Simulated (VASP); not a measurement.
# HfO2 (R-3m) in VASP: further runs

Runs on HfO2. Level: PBE. Tasks: single point.

Program: VASP 6.6.1. These are calculated values, not measurements. Logs are shortened: lines on timing, memory, paths and dates and some standing lists are left out, and cuts for length are marked.

## 1. The cell of the first run

The structure is trigonal, space group R-3m (No. 166). The conventional cell has a = 4.054 Å, b = 4.054 Å, c = 7.051 Å, α = 90.00°, β = 90.00°, γ = 120.00°. Within 2.3 Å of Hf (site symmetry -3m) lie 2 O at 1.76 Å. Within 2.3 Å of O (site symmetry 3m) lie 1 Hf at 1.76 Å.

## 2. Single point, PBE

INCAR

```
SYSTEM = HfO2
ALGO     = Normal         ! electronic algorithm
EDIFF    = 1E-6           ! SCF threshold, eV
ENCUT    = 520            ! plane-wave cutoff, eV
GGA      = PE             ! functional
ISIF     = 2              ! what is computed and relaxed
ISMEAR   = 0              ! smearing method
LASPH    = .True.         ! aspherical terms in the spheres
LCHARG   = .False.        ! write CHGCAR
LREAL    = .False.        ! projectors in reciprocal space
LWAVE    = .False.        ! write WAVECAR
NBANDS   = 18             ! bands
NELM     = 80             ! most SCF steps
PREC     = Accurate       ! precision mode
SIGMA    = 0.05           ! smearing width, eV
```

KPOINTS

```
k-points
0
Gamma
  8 8 8
  0 0 0
```

POSCAR

```
HfO2
1.0
   -0.5542464647      2.3125455943      2.3125455943
    2.3125455943     -0.5542464647      2.3125455943
    2.3125455943      2.3125455943     -0.5542464647
Hf O
1 2
Direct
    0.0000000000      0.0000000000      0.0000000000
    0.2500000000      0.2500000000      0.2500000000
    0.7500000000      0.7500000000      0.7500000000
```

Potentials or basis: VASP PAW PBE potentials, release 64 (Hf_pv, O).

The run is started by

```bash
$ cat potpaw_PBE.64/Hf_pv/POTCAR potpaw_PBE.64/O/POTCAR > POTCAR
$ mpirun -np 1 vasp_std > vasp.out
```

OUTCAR:

```text
SYSTEM = HfO2
   EDIFF = 1E-6
   ENCUT = 520
   GGA = PE
   ISIF = 2
   ISMEAR = 0
   LASPH = .True.
   LREAL = .False.
   NELM = 80
   PREC = Accurate

 ion  position               nearest neighbor table
   1  0.000  0.000  0.000-   2 1.76   3 1.76   3 2.41   2 2.41   3 2.41   3 2.41   2 2.41   2 2.41

   2  0.250  0.250  0.250-   1 1.76   1 2.41   1 2.41   1 2.41
   3  0.750  0.750  0.750-   1 1.76   1 2.41   1 2.41   1 2.41

  LATTYP: Found a trigonal (rhomboedric) cell.
 ALAT       =     3.3170654795
 COS(alpha) =     0.2530624440

  Lattice vectors:

 A1 = (  -0.5542464647,   2.3125455943,   2.3125455943)
 A2 = (   2.3125455943,  -0.5542464647,   2.3125455943)
 A3 = (   2.3125455943,   2.3125455943,  -0.5542464647)

Analysis of symmetry for initial positions (statically):
=====================================================================
 Subroutine PRICEL returns:
 Original cell was already a primitive cell.

 Routine SETGRP: Setting up the symmetry group for a
 trigonal (rhombohedral) supercell.

 Subroutine GETGRP returns: Found 12 space group operations
 (whereof 12 operations were pure point group operations)
 out of a pool of 12 trial point group operations.

The static configuration has the point symmetry D_3d.

Analysis of symmetry for dynamics (positions and initial velocities):
=====================================================================
 Subroutine PRICEL returns:
 Original cell was already a primitive cell.

 Routine SETGRP: Setting up the symmetry group for a
 trigonal (rhombohedral) supercell.

 Subroutine GETGRP returns: Found 12 space group operations
 (whereof 12 operations were pure point group operations)
 out of a pool of 12 trial point group operations.

The dynamic configuration has the point symmetry D_3d.

 Subroutine INISYM returns: Found 12 space group operations
 (whereof 12 operations are pure point group operations),
 and found     1 'primitive' translations

----------------------------------------------------------------------------------------

                                     Primitive cell

  volume of cell :      33.4562

  direct lattice vectors                    reciprocal lattice vectors
[... 85 lines left out ...]
   LSORBIT =      F    spin-orbit coupling
   LASPH  =      T    aspherical Exc in radial PAW
   ENCUT  =  520.0 eV  38.22 Ry    6.18 a.u.   6.17  6.17  6.17*2*pi/ulx,y,z
   NELM   =     80;   NELMIN=  2; NELMDL= -5     # of ELM steps
   EDIFF  = 0.1E-05   stopping-criterion for ELM
   LREAL  =      F    real-space projection
   EDIFFG = 0.1E-04   stopping-criterion for IOM
   NSW    =      0    number of steps for IOM
   IBRION =     -1    ionic relax: 0-MD 1-quasi-New 2-CG
   NFREE  =      0    steps in history (QN), initial steepest desc. (CG)
   ISIF   =      2    stress and relaxation
   ISYM   =      2    0-nonsym 1-usesym 2-fastsym
   POTIM  = 0.5000    time-step for ionic-motion
   TEBEG  =    0.0;   TEEND  =   0.0 temperature during run
   PSTRESS=    0.0 pullay stress
   NELECT =      22.0000    total number of electrons
   NUPDOWN=      -1.0000    fix difference up-down
   EMIN   =  10.00;   EMAX   =-10.00  energy-range for DOS
   EFERMI =   0.00;   METHOD = LEGACY
   ISMEAR =     0;   SIGMA  =   0.05  broadening in eV -4-tet -1-fermi 0-gaus
   EFERMI_NEDOS =   21; number of points for ismear=-14 and -15
   IALGO  =     38    algorithm
   IMIX   =      4    mixing-type and parameters
     AMIX     =   0.40;   BMIX     =  1.00
     AMIX_MAG =   1.60;   BMIX_MAG =  1.00
  volume/ion in A,a.u.               =      11.15        75.26
  Fermi-wavevector in a.u.,A,eV,Ry     =   1.423607  2.690227 27.574337  2.026657
  Thomas-Fermi vector in A             =   2.544186
   LORBIT       =      0    0 simple, 1 ext, 2 COOP (PROOUT), +10 PAW based schemes
   GGA     = PE    functional components
   LHFCALC =     F    Hartree Fock is set to
   AEXX    =    0.0000 exact exchange contribution
   IVDW    =     0    specifies the selected vdW correction
   LEPSILON=     F    determine dielectric tensor
   LRPA    =     F    only Hartree local field effects (RPA)
 non-spin polarized calculation
 Gauss-broadening in eV      SIGMA  =   0.05
  energy-cutoff  :      520.00
  volume of cell :       33.46
 maximum number of plane-waves:       914
 NGX is ok and might be reduce to    28

 number of electron      21.9999995 magnetization

 Free energy of the ion-electron system (eV)
  ---------------------------------------------------
  ext. energy  EPLUGINS =         0.00000000
  ---------------------------------------------------
  free energy    TOTEN  =       -27.13119507 eV

  energy without entropy =      -27.13119507  energy(sigma->0) =      -27.13119507

 E-fermi :   4.3031     XC(G=0): -11.6175

 val. band max:        4.0056163224   @ k =   0.0000   0.0000   0.0000
 cond. band min:       7.7827440216   @ k =   0.5000   0.0000   0.0000
 fundamental gap:      3.7771276992
 Fermi energy:         4.3031220670

 k-point     1 :       0.0000    0.0000    0.0000
  band No.  band energies     occupation
      1     -26.2029      2.00000
      2     -25.4205      2.00000
      3     -25.4205      2.00000
      4     -14.9856      2.00000
      5     -11.2061      2.00000
      6      -1.8539      2.00000
[... 481 lines left out ...]
      5     -12.1927      2.00000
      6      -0.8181      2.00000
[... 10 lines left out ...]
     17      15.4142      0.00000
     18      18.1339      0.00000

 [... further k-points ...]

------------------------ aborting loop because EDIFF is reached ----------------------------------------

  FORCE on cell =-STRESS in cart. coord.  units (eV):
  Direction    XX          YY          ZZ          XY          YZ          ZX
  --------------------------------------------------------------------------------------
  -------------------------------------------------------------------------------------
  Total        9.8804526      9.8804526      9.8804526     13.1801408     13.1801408     13.1801408
  in kB      473.1626965    473.1626965    473.1626965    631.1806984    631.1806984    631.1806984
  external PRESSURE =     473.1626965 kB  Pullay stress =       0.0000000 kB

 VOLUME and BASIS-vectors are now :
 -----------------------------------------------------------------------------
  energy-cutoff  :      520.00
  volume of cell :       33.46
      direct lattice vectors                 reciprocal lattice vectors
    -0.554246465  2.312545594  2.312545594    -0.150664880  0.198157071  0.198157071
     2.312545594 -0.554246465  2.312545594     0.198157071 -0.150664880  0.198157071
     2.312545594  2.312545594 -0.554246465     0.198157071  0.198157071 -0.150664880

 POSITION                                       TOTAL-FORCE (eV/Angst)
 -----------------------------------------------------------------------------------
      0.00000      0.00000      0.00000         0.000000     -0.000000      0.000000
      1.01771      1.01771      1.01771         5.934059      5.934059      5.934059
      3.05313      3.05313      3.05313        -5.934059     -5.934059     -5.934059
 -----------------------------------------------------------------------------------
    total drift:                               -0.000000     -0.000000      0.000000

  FREE ENERGIE OF THE ION-ELECTRON SYSTEM (eV)
  ---------------------------------------------------
  free  energy   TOTEN  =       -27.1311950657 eV

  energy  without entropy=      -27.1311950657  energy(sigma->0) =      -27.13119507
```

OSZICAR:

```text
N       E                     dE             d eps       ncg     rms          rms(c)
DAV:   1     0.997147684805E+02    0.99715E+02   -0.12774E+04  2340   0.121E+03
DAV:   2    -0.287738075499E+02   -0.12849E+03   -0.12456E+03  3126   0.292E+02
DAV:   3    -0.329711485179E+02   -0.41973E+01   -0.41832E+01  2630   0.475E+01
DAV:   4    -0.329965842385E+02   -0.25436E-01   -0.25431E-01  2822   0.413E+00
DAV:   5    -0.329967842917E+02   -0.20005E-03   -0.20005E-03  2676   0.324E-01    0.912E+01
DAV:   6    -0.272774972782E+02    0.57193E+01   -0.22596E+01  2434   0.340E+01    0.669E+01
DAV:   7    -0.271509371849E+02    0.12656E+00   -0.94011E-01  2570   0.768E+00    0.313E+01
DAV:   8    -0.271379642582E+02    0.12973E-01   -0.12987E-01  2616   0.297E+00    0.506E+00
DAV:   9    -0.271311302545E+02    0.68340E-02   -0.18881E-02  2572   0.124E+00    0.271E+00
DAV:  10    -0.271311693455E+02   -0.39091E-04   -0.23431E-03  2788   0.378E-01    0.414E-01
DAV:  11    -0.271311833056E+02   -0.13960E-04   -0.16292E-04  2766   0.107E-01    0.180E-01
DAV:  12    -0.271311943987E+02   -0.11093E-04   -0.21155E-05  2558   0.362E-02    0.367E-02
DAV:  13    -0.271311950657E+02   -0.66709E-06   -0.84128E-07  1764   0.840E-03
   1 F= -.27131195E+02 E0= -.27131195E+02  d E =-.231964E-19
```

Run time: 16 s. Hardware: 1 thread of Intel Xeon 6975P-C (Granite Rapids), shared host; peak memory 0.18 GiB.

What came out:

```yaml
Free_energy: -27.1312 eV
Pressure: 47.3 GPa
Largest_force: 10.278 eV/Å
Band_gap_on_the_k_mesh: 3.78 eV (least direct gap 4.00 eV)
```

Forces on the atoms (eV/Å):
```
Hf   0.000  0.000  0.000
O    5.934  5.934  5.934
O   -5.934 -5.934 -5.934
```

Stress tensor (GPa, compression positive):
```
47.32 63.12 63.12
63.12 47.32 63.12
63.12 63.12 47.32
```

Levels at points of the mesh, in eV from the valence-band top:
| k point | band 8 | band 9 | band 10 | band 11 | band 12 | band 13 | band 14 | band 15 |
| --- | --- | --- | --- | --- | --- | --- | --- | --- |
| (0.00, 0.00, 0.00) | -5.40 | -1.02 | -1.02 | 0.00 | 4.61 | 4.61 | 4.83 | 8.67 |
| (0.50, 0.00, 0.00) | -3.62 | -2.99 | -2.46 | -0.63 | 3.78 | 5.94 | 6.52 | 7.96 |
| (0.50, 0.50, 0.00) | -3.33 | -2.14 | -1.70 | -0.07 | 3.93 | 5.85 | 6.28 | 7.20 |
| (0.50, 0.50, 0.50) | -4.07 | -2.48 | -2.48 | -1.49 | 6.31 | 6.31 | 7.15 | 7.15 |

Caveat: the cell stands under pressure; spin-orbit coupling is left out, which moves the levels of the heavy elements; forces of over 1 eV/Å act on the atoms, so gaps and moduli don't describe the material at rest. A k mesh can miss the band edges.

## 3. Single point, PBE

This run uses another cell than the first one, of the same volume but with other edges.

INCAR

```
PREC     = Accurate       # precision mode
ENCUT    = 520            # plane-wave cutoff, eV
EDIFF    = 1E-7           # SCF threshold, eV
ISMEAR   = 0              # smearing method
SIGMA    = 0.05           # smearing width, eV
LREAL    = False          # projectors in reciprocal space
LASPH    = True           # aspherical terms in the spheres
NELM     = 80             # most SCF steps
ALGO     = Normal         # electronic algorithm
ISIF     = 2              # what is computed and relaxed
LWAVE    = False          # write WAVECAR
LCHARG   = False          # write CHGCAR
GGA      = PE             # functional
NBANDS   = 18             # bands
```

KPOINTS

```
Automatic mesh
0
Gamma
  8 8 8
```

POSCAR

```
HfO2
1.0
    0.6234024946      2.9041433286      2.9041433286
    2.9041433286      0.6234024946      2.9041433286
    2.9041433286      2.9041433286      0.6234024946
Hf O
1 2
Direct
    0.0000000000      0.0000000000      0.0000000000
    0.2500000000      0.2500000000      0.2500000000
    0.7500000000      0.7500000000      0.7500000000
```

Potentials or basis: VASP PAW PBE potentials, release 64 (Hf_pv, O).

The run is started by

```bash
$ cat potpaw_PBE.64/Hf_pv/POTCAR potpaw_PBE.64/O/POTCAR > POTCAR
$ mpirun -np 1 vasp_std > vasp.out
```

It took 18 s on 1 thread of Intel Xeon 6975P-C (Granite Rapids), shared host; peak memory 0.19 GiB.

Results (log left out):

* Free energy: -29.6907 eV
* Pressure: 15.9 GPa
* Largest force: 0.007 eV/Å
* Band gap on the k mesh: 3.71 eV (least direct gap 4.03 eV)

Forces on the atoms (eV/Å):
```
Hf   0.000  0.000  0.000
O   -0.004 -0.004 -0.004
O    0.004  0.004  0.004
```

Stress tensor (GPa, compression positive):
```
15.95 -4.84 -4.84
-4.84 15.95 -4.84
-4.84 -4.84 15.95
```

Levels at points of the mesh, in eV from the valence-band top:
```tsv
k point	band 7	band 8	band 9	band 10	band 11	band 12	band 13	band 14	band 15	band 16
(0.00, 0.00, 0.00)	-4.71	-4.71	-0.71	-0.71	0.00	4.49	4.49	5.92	8.69	10.85
(0.50, 0.00, 0.00)	-3.82	-3.38	-2.57	-1.49	-1.29	5.21	6.26	6.55	9.68	10.08
(0.50, 0.50, 0.00)	-3.28	-2.84	-2.20	-0.79	-0.32	3.71	5.75	6.70	9.79	10.61
(0.50, 0.50, 0.50)	-4.34	-2.71	-2.61	-1.24	-1.24	4.75	4.75	5.19	9.62	10.21
```

Caveat: the cell stands under pressure; spin-orbit coupling is left out, which moves the levels of the heavy elements.
